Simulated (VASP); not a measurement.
Wanted: the native input for a VASP 6.6.1 run.

- Task: single point
- Functional: PBE
- Potentials or basis: VASP PAW PBE potentials, release 64 (Ta_pv, N)
- Cutoff: 520 eV
- k mesh: 9 × 9 × 8
- Occupations: gaussian, width 0.15 eV
- Spin: no spin polarisation
- Dipole correction: no
- Further INCAR settings: ALGO = Normal; EDIFF = 1e-06; NBANDS = 50

The structure of Ta2N lies in POSCAR:

```
Ta2N
1.0
    5.3140726747      0.0000000000      0.0000000000
   -2.6570363373      4.6021219338      0.0000000000
    0.0000000000      0.0000000000      4.9556489437
Ta N
6 3
Direct
    0.6670723593      0.6670723593      0.7528547364
    0.0000000000      0.3329276407      0.7528547364
    0.3329276407      0.0000000000      0.7528547364
    0.3329276407      0.3329276407      0.2471452636
    0.0000000000      0.6670723593      0.2471452636
    0.6670723593      0.0000000000      0.2471452636
    0.6666666667      0.3333333333      0.5000000000
    0.3333333333      0.6666666667      0.5000000000
    0.0000000000      0.0000000000      0.0000000000
```

The input as run:

INCAR

```
ALGO = Normal ; EDIFF = 1E-6
ENCUT = 520 ; GGA = PE
ISIF = 2 ; ISMEAR = 0
LASPH = T ; LCHARG = F
LREAL = F ; LWAVE = F
NBANDS = 50 ; NELM = 100
PREC = Accurate ; SIGMA = 0.15
```

KPOINTS

```
k-points
0
Gamma
  9 9 8
```

Potentials or basis: VASP PAW PBE potentials, release 64 (Ta_pv, N).

The run is started by

```sh
$ cat potpaw_PBE.64/Ta_pv/POTCAR potpaw_PBE.64/N/POTCAR > POTCAR
$ mpirun -np 1 vasp_std > vasp.out
```

It gave:

| Item | Value |
| --- | --- |
| Pressure | 0.5 GPa |
| Largest force | 0.024 eV/Å |
| Band gap on the k mesh | zero (an odd number of electrons rules out a gap without spin polarisation) |

Caveat: spin-orbit coupling is left out, which moves the levels of the heavy elements.

Wall time 16 min on 1 thread of AMD EPYC 7R13, with other jobs on the host, peak memory 0.46 GiB.
